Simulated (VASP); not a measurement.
# Al2CdSi2 (P6/mmm) in VASP: notebook

Al2CdSi2 is run at these levels: PBE; tasks: single point, relaxation of cell and atoms.

Program: VASP 6.6.1. These are calculated values, not measurements. Logs are shortened: lines on timing, memory, paths and dates and some standing lists are left out, and cuts for length are marked.

## 1. The cell of the first run

Symmetry: P6/mmm, No. 191, hexagonal system. The conventional cell has a = 4.722 Å, b = 4.722 Å, c = 8.160 Å, α = 90.00°, β = 90.00°, γ = 120.00°. Within 3.6 Å of Al (site symmetry 6mm) lie 1 Al at 2.72 Å and 1 Cd at 2.72 Å. Within 3.6 Å of Cd (site symmetry 6/mmm) lie 2 Al at 2.72 Å and 6 Si at 2.73 Å. Si (site symmetry -6m2) has 3 Cd at 2.73 Å and 3 Si at 2.73 Å within 3.6 Å.

The cell was generated, and may not be a known phase.

## 2. Single point, PBE

INCAR

```
SYSTEM = Al2CdSi2
ALGO = Normal
EDIFF = 1E-6
ENCUT = 520
GGA = PE
ISIF = 2
ISMEAR = 0
LASPH = .TRUE.
LCHARG = .FALSE.
LREAL = .FALSE.
LWAVE = .FALSE.
NBANDS = 21
NELM = 100
PREC = Accurate
SIGMA = 0.1
```

KPOINTS

```
k-points
0
G
  6 6 2
  0 0 0
```

POSCAR

```
Al2CdSi2
1.0
    4.7222823376     -0.0000000039      0.0000000000
   -2.3611411654      4.0896164702      0.0000000000
    0.0000000000      0.0000000000      8.1601045063
Al Cd Si
2 1 2
Direct
    0.0000000000      0.0000000000      0.6663859994
    0.0000000000      0.0000000000      0.3336140006
    0.0000000000      0.0000000000      0.0000000000
    0.3333333333      0.6666666667      0.0000000000
    0.6666666667      0.3333333333      0.0000000000
```

Potentials or basis: VASP PAW PBE potentials, release 64 (Al, Cd, Si).

Started as:

```bash
$ cat potpaw_PBE.64/Al/POTCAR potpaw_PBE.64/Cd/POTCAR potpaw_PBE.64/Si/POTCAR > POTCAR
$ mpirun -np 1 vasp_std > vasp.out
```

OUTCAR:

```text
SYSTEM = Al2CdSi2
   EDIFF = 1E-6
   ENCUT = 520
   GGA = PE
   ISIF = 2
   ISMEAR = 0
   LASPH = .TRUE.
   LREAL = .FALSE.
   NELM = 100
   PREC = Accurate

 ion  position               nearest neighbor table
   1  0.000  0.000  0.666-   2 2.72   3 2.72
   2  0.000  0.000  0.334-   1 2.72   3 2.72
   3  0.000  0.000  0.000-   1 2.72   2 2.72   4 2.73   5 2.73   5 2.73   4 2.73   5 2.73   4 2.73

   4  0.333  0.667  0.000-   3 2.73   5 2.73   5 2.73   3 2.73   3 2.73   5 2.73
   5  0.667  0.333  0.000-   3 2.73   4 2.73   4 2.73   3 2.73   3 2.73   4 2.73

  LATTYP: Found a hexagonal cell.
 ALAT       =     4.7222823376
 C/A-ratio  =     1.7280001328

  Lattice vectors:

 A1 = (   4.7222823376,  -0.0000000039,   0.0000000000)
 A2 = (  -2.3611411654,   4.0896164702,   0.0000000000)
 A3 = (   0.0000000000,   0.0000000000,   8.1601045063)

Analysis of symmetry for initial positions (statically):
=====================================================================
 Subroutine PRICEL returns:
 Original cell was already a primitive cell.

 Routine SETGRP: Setting up the symmetry group for a
 hexagonal supercell.

 Subroutine GETGRP returns: Found 24 space group operations
 (whereof 24 operations were pure point group operations)
 out of a pool of 24 trial point group operations.

The static configuration has the point symmetry D_6h.

Analysis of symmetry for dynamics (positions and initial velocities):
=====================================================================
 Subroutine PRICEL returns:
 Original cell was already a primitive cell.

 Routine SETGRP: Setting up the symmetry group for a
 hexagonal supercell.

 Subroutine GETGRP returns: Found 24 space group operations
 (whereof 24 operations were pure point group operations)
 out of a pool of 24 trial point group operations.

The dynamic configuration has the point symmetry D_6h.

 Subroutine INISYM returns: Found 24 space group operations
 (whereof 24 operations are pure point group operations),
 and found     1 'primitive' translations

----------------------------------------------------------------------------------------

                                     Primitive cell

  volume of cell :     157.5906

  direct lattice vectors                    reciprocal lattice vectors
     4.722282338 -0.000000004  0.000000000     0.211762010  0.122260853  0.000000000
    -2.361141165  4.089616470  0.000000000     0.000000000  0.244521707  0.000000000
     0.000000000  0.000000000  8.160104506     0.000000000  0.000000000  0.122547450

  length of vectors
     4.722282338  4.722282338  8.160104506     0.244521707  0.244521707  0.122547450

  position of ions in fractional coordinates (direct lattice)
     0.000000000  0.000000000  0.666385999
     0.000000000  0.000000000  0.333614001
     0.000000000  0.000000000  0.000000000
     0.333333333  0.666666667  0.000000000
     0.666666667  0.333333333  0.000000000

  ion indices of the primitive-cell ions
   primitive index   ion index
                 1           1
                 2           2
                 3           3
                 4           4
                 5           5

----------------------------------------------------------------------------------------

 KPOINTS: k-points

Automatic generation of k-mesh.
 Grid dimensions read from file:
 generate k-points for:    6    6    2

 Generating k-lattice:

  Cartesian coordinates                     Fractional coordinates (reciprocal lattice)
     0.035293668  0.020376809  0.000000000     0.166666667  0.000000000  0.000000000
     0.000000000  0.040753618  0.000000000    -0.000000000  0.166666667  0.000000000
     0.000000000  0.000000000  0.061273725     0.000000000  0.000000000  0.500000000

  Length of vectors
     0.040753618  0.040753618  0.061273725

  Shift w.r.t. Gamma in fractional coordinates (k-lattice)
     0.000000000  0.000000000  0.000000000

 Subroutine IBZKPT returns following result:
 ===========================================

 Found     14 irreducible k-points:

 Following reciprocal coordinates:
            Coordinates               Weight
  0.000000  0.000000  0.000000      1.000000
  0.166667  0.000000  0.000000      6.000000
  0.333333  0.000000  0.000000      6.000000
  0.500000 -0.000000  0.000000      3.000000
  0.166667  0.166667  0.000000      6.000000
  0.333333  0.166667  0.000000     12.000000
  0.333333  0.333333  0.000000      2.000000
  0.000000  0.000000  0.500000      1.000000
  0.166667  0.000000  0.500000      6.000000
  0.333333  0.000000  0.500000      6.000000
  0.500000 -0.000000  0.500000      3.000000
  0.166667  0.166667  0.500000      6.000000
  0.333333  0.166667  0.500000     12.000000
  0.333333  0.333333  0.500000      2.000000
   k-points           NKPTS =     14   k-points in BZ     NKDIM =     14   number of bands    NBANDS=     21
   number of dos      NEDOS =    301   number of ions     NIONS =      5
   total plane-waves  NPLWV =  82944
   dimension x,y,z NGX =    36 NGY =   36 NGZ =   64
   dimension x,y,z NGXF=    72 NGYF=   72 NGZF=  128
   ions per type =               2   1   2
   NGX,Y,Z   is equivalent  to a cutoff of  12.67, 12.67, 13.04 a.u.
   NGXF,Y,Z  is equivalent  to a cutoff of  25.35, 25.35, 26.08 a.u.
 SYSTEM =  Al2CdSi2
   PREC   = accura    normal or accurate (medium, high low for compatibility)
   ISTART =      0    job   : 0-new  1-cont  2-samecut
   ICHARG =      2    charge: 1-file 2-atom 10-const
   ISPIN  =      1    spin polarized calculation?
   LNONCOLLINEAR =      F non collinear calculations
   LSORBIT =      F    spin-orbit coupling
   LASPH  =      T    aspherical Exc in radial PAW
   ENCUT  =  520.0 eV  38.22 Ry    6.18 a.u.   8.78  8.78 15.17*2*pi/ulx,y,z
   NELM   =    100;   NELMIN=  2; NELMDL= -5     # of ELM steps
   EDIFF  = 0.1E-05   stopping-criterion for ELM
   LREAL  =      F    real-space projection
   EDIFFG = 0.1E-04   stopping-criterion for IOM
   NSW    =      0    number of steps for IOM
   IBRION =     -1    ionic relax: 0-MD 1-quasi-New 2-CG
   NFREE  =      0    steps in history (QN), initial steepest desc. (CG)
   ISIF   =      2    stress and relaxation
   ISYM   =      2    0-nonsym 1-usesym 2-fastsym
   POTIM  = 0.5000    time-step for ionic-motion
   TEBEG  =    0.0;   TEEND  =   0.0 temperature during run
   PSTRESS=    0.0 pullay stress
   NELECT =      26.0000    total number of electrons
   NUPDOWN=      -1.0000    fix difference up-down
   EMIN   =  10.00;   EMAX   =-10.00  energy-range for DOS
   EFERMI =   0.00;   METHOD = LEGACY
   ISMEAR =     0;   SIGMA  =   0.10  broadening in eV -4-tet -1-fermi 0-gaus
   EFERMI_NEDOS =   21; number of points for ismear=-14 and -15
   IALGO  =     38    algorithm
   IMIX   =      4    mixing-type and parameters
     AMIX     =   0.40;   BMIX     =  1.00
     AMIX_MAG =   1.60;   BMIX_MAG =  1.00
  volume/ion in A,a.u.               =      31.52       212.69
  Fermi-wavevector in a.u.,A,eV,Ry     =   0.897889  1.696764 10.969074  0.806204
  Thomas-Fermi vector in A             =   2.020529
   LORBIT       =      0    0 simple, 1 ext, 2 COOP (PROOUT), +10 PAW based schemes
   GGA     = PE    functional components
   LHFCALC =     F    Hartree Fock is set to
   AEXX    =    0.0000 exact exchange contribution
   IVDW    =     0    specifies the selected vdW correction
   LEPSILON=     F    determine dielectric tensor
   LRPA    =     F    only Hartree local field effects (RPA)
 non-spin polarized calculation
 Gauss-broadening in eV      SIGMA  =   0.10
  energy-cutoff  :      520.00
  volume of cell :      157.59
 maximum number of plane-waves:      4265
 NGX is ok and might be reduce to    36
   NGX = 17   NGY = 17   NGZ = 31

 number of electron      25.9999993 magnetization

 Free energy of the ion-electron system (eV)
  ---------------------------------------------------
  ext. energy  EPLUGINS =         0.00000000
  ---------------------------------------------------
  free energy    TOTEN  =       -13.52507341 eV

  energy without entropy =      -13.50405456  energy(sigma->0) =      -13.51456399

 E-fermi :   2.1785     XC(G=0):  -7.9043

 val. band max:        2.1718847410   @ k =   0.3333   0.1667   0.5000
 cond. band min:       2.2022281138   @ k =   0.3333   0.3333   0.0000
 fundamental gap:      0.0303433728
 Fermi energy:         2.1785491690

 k-point     1 :       0.0000    0.0000    0.0000
  band No.  band energies     occupation
      1      -8.6477      2.00000
      2      -7.1562      2.00000
      3      -7.1562      2.00000
      4      -6.7837      2.00000
      5      -6.7584      2.00000
      6      -6.7584      2.00000
[... 13 lines left out ...]
     20       5.8059      0.00000
     21       5.8122      0.00000

 k-point     2 :       0.1667    0.0000    0.0000
  band No.  band energies     occupation
      1      -8.4132      2.00000
      2      -7.2057      2.00000
      3      -7.1093      2.00000
      4      -6.7757      2.00000
      5      -6.7745      2.00000
      6      -6.7614      2.00000
[... 13 lines left out ...]
     20       5.4390      0.00000
     21       5.5591      0.00000

 k-point     3 :       0.3333    0.0000    0.0000
  band No.  band energies     occupation
      1      -7.8226      2.00000
      2      -7.2458      2.00000
      3      -7.0094      2.00000
      4      -6.8083      2.00000
      5      -6.7674      2.00000
      6      -6.7293      2.00000
[... 13 lines left out ...]
     20       5.2499      0.00000
     21       6.5427      0.00000

 k-point     4 :       0.5000   -0.0000    0.0000
  band No.  band energies     occupation
      1      -7.5701      2.00000
      2      -7.0507      2.00000
      3      -6.9560      2.00000
      4      -6.8238      2.00000
      5      -6.7704      2.00000
      6      -6.5510      2.00000
[... 13 lines left out ...]
     20       6.3138      0.00000
     21       6.6164      0.00000

 k-point     5 :       0.1667    0.1667    0.0000
  band No.  band energies     occupation
      1      -7.9858      2.00000
      2      -7.2814      2.00000
      3      -7.0308      2.00000
      4      -6.7971      2.00000
      5      -6.7692      2.00000
      6      -6.7253      2.00000
[... 13 lines left out ...]
     20       5.8182      0.00000
     21       6.7590      0.00000

 k-point     6 :       0.3333    0.1667    0.0000
  band No.  band energies     occupation
      1      -7.5069      2.00000
      2      -7.2479      2.00000
      3      -7.0226      2.00000
      4      -6.8149      2.00000
      5      -6.7793      2.00000
      6      -6.3707      2.00000
[... 13 lines left out ...]
     20       6.1931      0.00000
     21       7.0589      0.00000

 k-point     7 :       0.3333    0.3333    0.0000
  band No.  band energies     occupation
      1      -7.3107      2.00000
      2      -7.3107      2.00000
      3      -7.0994      2.00000
      4      -6.8017      2.00000
      5      -6.8017      2.00000
      6      -5.3992      2.00000
[... 13 lines left out ...]
     20       5.7550      0.00000
     21       6.0084      0.00000

 k-point     8 :       0.0000    0.0000    0.5000
  band No.  band energies     occupation
      1      -8.6452      2.00000
      2      -7.1562      2.00000
      3      -7.1562      2.00000
      4      -6.7606      2.00000
      5      -6.7585      2.00000
      6      -6.7585      2.00000
[... 13 lines left out ...]
     20       6.5577      0.00000
     21       6.5935      0.00000

 k-point     9 :       0.1667    0.0000    0.5000
  band No.  band energies     occupation
      1      -8.4110      2.00000
      2      -7.2057      2.00000
      3      -7.1093      2.00000
      4      -6.7759      2.00000
      5      -6.7615      2.00000
      6      -6.7532      2.00000
[... 13 lines left out ...]
     20       5.6987      0.00000
     21       6.3913      0.00000

 k-point    10 :       0.3333    0.0000    0.5000
  band No.  band energies     occupation
      1      -7.8217      2.00000
      2      -7.2457      2.00000
      3      -7.0094      2.00000
      4      -6.8086      2.00000
      5      -6.7675      2.00000
      6      -6.7129      2.00000
[... 13 lines left out ...]
     20       6.2218      0.00000
     21       7.3513      0.00000

 k-point    11 :       0.5000   -0.0000    0.5000
  band No.  band energies     occupation
      1      -7.5700      2.00000
      2      -7.0467      2.00000
      3      -6.9560      2.00000
      4      -6.8241      2.00000
      5      -6.7705      2.00000
      6      -6.5496      2.00000
[... 13 lines left out ...]
     20       6.7288      0.00000
     21       7.1417      0.00000

 k-point    12 :       0.1667    0.1667    0.5000
  band No.  band energies     occupation
      1      -7.9844      2.00000
      2      -7.2814      2.00000
      3      -7.0301      2.00000
      4      -6.7974      2.00000
      5      -6.7692      2.00000
      6      -6.7075      2.00000
[... 13 lines left out ...]
     20       5.9658      0.00000
     21       7.0375      0.00000

 k-point    13 :       0.3333    0.1667    0.5000
  band No.  band energies     occupation
      1      -7.5068      2.00000
      2      -7.2476      2.00000
      3      -7.0195      2.00000
      4      -6.8152      2.00000
      5      -6.7794      2.00000
      6      -6.3621      2.00000
[... 13 lines left out ...]
     20       6.6813      0.00000
     21       7.4917      0.00000

 k-point    14 :       0.3333    0.3333    0.5000
  band No.  band energies     occupation
      1      -7.3106      2.00000
      2      -7.3106      2.00000
      3      -7.0960      2.00000
      4      -6.8019      2.00000
      5      -6.8019      2.00000
      6      -5.3977      2.00000
[... 13 lines left out ...]
     20       4.2508      0.00000
     21       8.7414      0.00000

------------------------ aborting loop because EDIFF is reached ----------------------------------------

  FORCE on cell =-STRESS in cart. coord.  units (eV):
  Direction    XX          YY          ZZ          XY          YZ          ZX
  --------------------------------------------------------------------------------------
  -------------------------------------------------------------------------------------
  Total        0.1465563      0.1465563     -0.0412462      0.0000000      0.0000000      0.0000000
  in kB        1.4899949      1.4899949     -0.4193385      0.0000000      0.0000000      0.0000000
  external PRESSURE =       0.8535504 kB  Pullay stress =       0.0000000 kB

 VOLUME and BASIS-vectors are now :
 -----------------------------------------------------------------------------
  energy-cutoff  :      520.00
  volume of cell :      157.59
      direct lattice vectors                 reciprocal lattice vectors
     4.722282338 -0.000000004  0.000000000     0.211762010  0.122260853  0.000000000
    -2.361141165  4.089616470  0.000000000     0.000000000  0.244521707  0.000000000
     0.000000000  0.000000000  8.160104506     0.000000000  0.000000000  0.122547450

 POSITION                                       TOTAL-FORCE (eV/Angst)
 -----------------------------------------------------------------------------------
      0.00000      0.00000      5.43778        -0.000000     -0.000000     -0.012939
      0.00000      0.00000      2.72233        -0.000000      0.000000      0.012939
      0.00000      0.00000      0.00000        -0.000000      0.000000      0.000000
      0.00000      2.72641      0.00000        -0.000000      0.000000      0.000000
      2.36114      1.36321      0.00000         0.000000     -0.000000     -0.000000
 -----------------------------------------------------------------------------------
    total drift:                                0.000000     -0.000000      0.000000

  FREE ENERGIE OF THE ION-ELECTRON SYSTEM (eV)
  ---------------------------------------------------
  free  energy   TOTEN  =       -13.5250734105 eV

  energy  without entropy=      -13.5040545642  energy(sigma->0) =      -13.51456399
```

Wall time 55 s (1 thread of Intel Xeon 8259CL, shared host); peak memory 0.29 GiB.

What came out:

```
Free energy            : -13.5251 eV
Pressure               : 0.1 GPa
Largest force          : 0.013 eV/Å
Band gap on the k mesh : zero (bands 13 and 14 overlap by 1.05 eV)
```

Forces in eV/Å, atoms in the order of the input:
```
Al   0.000  0.000 -0.013
Al   0.000  0.000  0.013
Cd   0.000  0.000  0.000
Si   0.000  0.000  0.000
Si   0.000  0.000  0.000
```

Caveat: the k points lie up to 0.38 Å⁻¹ apart, too coarse for converged energies and pressures of a metal.

## 3. Relaxation of cell and atoms, PBE

This run uses another cell than the first one, of 17.35 Å³/atom.

INCAR

```
ALGO = Normal ; EDIFF = 1E-7
EDIFFG = -0.04 ; ENCUT = 600
GGA = PE ; IBRION = 2
ISIF = 3 ; ISMEAR = 0
LASPH = T ; LCHARG = F
LREAL = F ; LWAVE = F
NELM = 100 ; NSW = 90
PREC = Accurate ; SIGMA = 0.1
```

KPOINTS

```
k-points
0
Gamma
  6 6 2
```

POSCAR

```
Al2CdSi2
1.0
    3.4698884700      0.0000000000      0.0000000000
   -1.7349442300      3.0050115600      0.0000000000
    0.0000000000      0.0000000000      8.3219147200
Al Cd Si
2 1 2
Direct
    0.0000000000      0.0000000000      0.6509187000
    0.0000000000      0.0000000000      0.3490813000
    0.0000000000      0.0000000000      0.0000000000
    0.3333333300      0.6666666700      0.0000000000
    0.6666666700      0.3333333300      0.0000000000
```

Potentials or basis: VASP PAW PBE potentials, release 64 (Al, Cd, Si).

Started as:

```bash
$ cat potpaw_PBE.64/Al/POTCAR potpaw_PBE.64/Cd/POTCAR potpaw_PBE.64/Si/POTCAR > POTCAR
$ mpirun -np 1 vasp_std > vasp.out
```

Run time: 4.3 min. Hardware: 1 thread of Intel Xeon 8259CL, shared host; peak memory 0.25 GiB.

The run converged. Its results:

| Property | Result |
| --- | --- |
| Free energy | -13.4895 eV |
| Relaxed volume | 31.60 Å³/atom |
| Relaxed cell | a = 4.725 Å, b = 4.725 Å, c = 8.171 Å, α = 90.00°, β = 90.00°, γ = 120.00° |
| Space group after relaxing (to 0.1 Å) | P6/mmm (No. 191) |
| Energy gained by relaxing | 3531.2 meV/atom |
| Ionic steps | 9 |
| Pressure after relaxing | -0.1 GPa |
| Largest force after relaxing | 0.009 eV/Å |
| Band gap on the k mesh | zero (bands 13 and 14 overlap by 1.05 eV) |

Forces on the atoms (eV/Å):
```
Al   0.000  0.000 -0.009
Al   0.000  0.000  0.009
Cd   0.000  0.000  0.000
Si   0.000  0.000  0.000
Si   0.000  0.000  0.000
```

Stress tensor (GPa, compression positive):
```
-0.03  0.00  0.00
 0.00 -0.03  0.00
 0.00  0.00 -0.15
```

Step by step:
| step | energy change (eV) | largest force (eV/Å) | pressure (GPa) | volume (Å³) |
| --- | --- | --- | --- | --- |
| 1 | 0.0000 | 0.0825 | 104.29 | 86.77 |
| 2 | -12.2739 | 1.2422 | -8.03 | 294.25 |
| 3 | -17.4683 | 1.0069 | -1.08 | 166.79 |
| 4 | -17.4760 | 0.9984 | -0.75 | 164.91 |
| 5 | -17.4782 | 0.9886 | -0.41 | 163.08 |
| 6 | -17.5687 | 0.6679 | -0.38 | 161.33 |
| 7 | -17.6546 | 0.0534 | 0.11 | 157.36 |
| 8 | -17.6545 | 0.0320 | 0.09 | 157.47 |
| 9 | -17.6562 | 0.0090 | -0.07 | 157.98 |

Final structure:
```
Al Cd Si
1.0
     4.72494    0.00000    0.00000
    -2.36247    4.09192    0.00000
     0.00000    0.00000    8.17131
Al Cd Si
2 1 2
Direct
  0.00000 0.00000 0.66637
  0.00000 0.00000 0.33363
  0.00000 0.00000 0.00000
  0.33333 0.66667 0.00000
  0.66667 0.33333 0.00000
```

Levels at points of the mesh, in eV from the Fermi level:
```tsv
k point	band 10	band 11	band 12	band 13	band 14	band 15	band 16	band 17
(0.00, 0.00, 0.00)	-1.39	-1.39	-0.79	-0.79	-0.25	-0.04	2.47	2.47
(0.50, 0.00, 0.00)	-3.50	-2.84	-1.46	-0.56	0.83	1.60	2.17	3.41
(0.00, 0.00, 0.50)	-2.68	-1.39	-1.39	-0.76	-0.76	1.15	1.85	2.09
(0.50, 0.00, 0.50)	-3.43	-1.83	-1.27	-0.74	0.86	1.25	1.30	1.34
```

Caveat: the k points lie up to 0.38 Å⁻¹ apart in the final cell, too coarse for converged energies and pressures of a metal; the volume moved by over 15 % at a fixed basis, so the end points are rough.

The gap in the log of VASP goes by the Fermi energy; the results here count the filled bands.